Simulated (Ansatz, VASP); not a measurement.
Ti: VASP beside Ansatz

File INCAR:

```
SYSTEM = Ti
PREC = Accurate ; ENCUT = 600
EDIFF = 1E-6 ; ISMEAR = -1
SIGMA = 0.05 ; LREAL = .False.
LASPH = .True. ; NELM = 60
ALGO = Normal ; ISIF = 3
LWAVE = .False. ; LCHARG = .False.
GGA = RP ; IVDW = 12
IBRION = 2 ; NSW = 60
EDIFFG = -0.01
```

The input KPOINTS:

```
Automatic mesh
0
Gamma
  10 10 6
  0 0 0
```

POSCAR

```
Ti
1.0
    2.9500000000      0.0000000000      0.0000000000
   -1.4750000000      2.5547749412      0.0000000000
    0.0000000000      0.0000000000      4.6800000000
Ti
2
Direct
    0.6666666667      0.3333333333      0.7500000000
    0.3333333333      0.6666666667      0.2500000000
```

input.yaml

```yaml
crystal:
  lattice:
    - [2.95, 0.0, 0.0]
    - [-1.475, 2.5547749412, 0.0]
    - [0.0, 0.0, 4.68]
  atoms:
    - { symbol: Ti, position: [0.6666666667, 0.3333333333, 0.75] }
    - { symbol: Ti, position: [0.3333333333, 0.6666666667, 0.25] }
hamiltonian:
  xc: rpbe
  pseudopotentials: { kind: paw }
  dispersion: d3bj
kpoints:
  mp_grid: { grid: [10, 10, 6] }
scf:
  occupations: { method: fermi_dirac, width: 0.05 }
output:
  forces: true
  stress: true
relax:
  f_tol: 0.01
  max_steps: 40
  cell: { stress_tol: 0.05 }
```

Alike in both runs: task relaxation of cell and atoms; functional RPBE; dispersion D3(BJ); k mesh 10 × 10 × 6; occupations fermi-dirac, width 0.05 eV; no spin polarisation.

```csv
,VASP,Ansatz
version,VASP 6.6.1,Ansatz 0.2.0
potentials or method,"VASP PAW PBE potentials, release 64 (Ti_sv)",Ansatz PAW
plane-wave cutoff (eV),600,420
valence electrons in the cell,24,24
```

Ansatz gave:

```
relaxed volume (Å³/atom)                                     : 13.02
relaxed cell length with the largest relative difference (Å) : 2.654
```

Task: Estimate VASP's values.

Result: Relaxed volume (Å³/atom): 12.92; relaxed cell length with the largest relative difference (Å): 2.647.

VASP's potentials were made for PBE, not for RPBE.

Noted on VASP's run: the volume moved by over 15 % at a fixed basis, so the end points are rough. Noted on Ansatz's run: the volume moved by over 15 % at a fixed basis, so the end points are rough; the plane-wave basis is chosen anew once the cell has moved, so the energies of steps on either side of that aren't comparable.
